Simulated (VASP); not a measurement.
Runs of VASP 6.6.1 on Ag. The structure is that of space group Im-3m (No. 229), or close to it. The cells are those of the table. 

```csv
cell,gap on the mesh (eV),pressure (GPa)
"a = 2.939 Å, angles 109.5°, 1 atom",none,-8.2
"a = 2.796 Å, angles 109.5°, 1 atom",none,(a)
"a = 2.773 Å, angles 110.9, 110.9, 106.7°, 1 atom",none,(b)
"a = 2.724 Å, angles 109.5°, 1 atom",none,15.9
"a = 2.821 Å, angles 108.1, 108.1, 112.2°, 1 atom",none,1.3
```

Alike in all rows: task single point; level r2SCAN; potentials or basis VASP PAW PBE potentials, release 64 (Ag); no spin polarisation; k mesh 20 × 20 × 20; cutoff (eV) 520; smearing gaussian 0.15 eV.

Q: Fill in the values left out.

A: (a) 4.1; (b) 7.6.

Caveats: the PAW data sets were made with another functional, which shifts forces and pressure a little.

A k mesh can miss the band edges, and the runs leave out spin-orbit coupling on Ag.

A gap of «none» marks levels without a gap at the run's occupations.
